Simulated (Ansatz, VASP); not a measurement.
One calculation of Sr, two programs

INCAR

```
SYSTEM = Sr
ALGO = Normal
EDIFF = 1E-7
EDIFFG = -0.002
ENCUT = 500
GGA = CA
GGA_COMPAT = .False.
IBRION = 2
ISIF = 3
ISMEAR = 0
LASPH = .True.
LCHARG = .False.
LREAL = .False.
LWAVE = .False.
NELM = 120
NELMIN = 4
NSW = 100
PREC = Accurate
SIGMA = 0.01
```

Contents of KPOINTS:

```
k-points
0
Gamma
  8 8 8
  0 0 0
```

Contents of POSCAR:

```
Sr
1.0
    0.0000000000      2.8922511961      2.8922511961
    2.8922511961      0.0000000000      2.8922511961
    2.8922511961      2.8922511961      0.0000000000
Sr
1
Direct
    0.0000000000      0.0000000000      0.0000000000
```

Input for Ansatz:

```yaml
crystal:
  lattice:
    - [0.0, 2.8922511961, 2.8922511961]
    - [2.8922511961, 0.0, 2.8922511961]
    - [2.8922511961, 2.8922511961, 0.0]
  atoms:
    - { symbol: Sr, position: [0.0, 0.0, 0.0] }
basis:
  ecutwfc: 420
kpoints:
  mp_grid: { grid: [8, 8, 8] }
hamiltonian:
  xc: lda
  pseudopotentials: { kind: paw, azcp: { folder: soft_1 } }
scf:
  occupations: { method: gaussian, width: 0.01 }
output:
  forces: true
  stress: true
  eigenvalues: true
relax:
  adjacent_minimum: "off"
  f_tol: 0.002
  max_steps: 80
  cell: { stress_tol: 0.02 }
```

Alike in both runs: task relaxation of cell and atoms; functional LDA; k mesh 8 × 8 × 8; occupations gaussian, width 0.01 eV; no spin polarisation.

|  | VASP | Ansatz |
| --- | --- | --- |
| version | VASP 6.6.1 | Ansatz 0.2.0 |
| potentials or method | VASP PAW LDA potentials, release 64 (Sr_sv), cutoff 500 eV | scalar-relativistic, plane waves, PAW |
| valence electrons in the cell | 10 | 10 |

|  | VASP | Ansatz | Ansatz less VASP |
| --- | --- | --- | --- |
| gap on the k mesh at the Fermi level, each at its own relaxed structure (eV) | 0.15 | 0.14 | -0.010 |
| relaxed volume (Å³/atom) | 48.39 | 48.39 | 0.000 |
| relaxed length of the cell vector where the two differ most in proportion (Å) | 4.090 | 4.090 | 0.0000 |

Ansatz warns that its potentials were made for another functional, while VASP's fit it. LDA's correlation is that of Perdew and Zunger in VASP and of Perdew and Wang (1992) in Ansatz.

Noted on VASP's run: the relaxation stopped at its first step, so nothing moved.
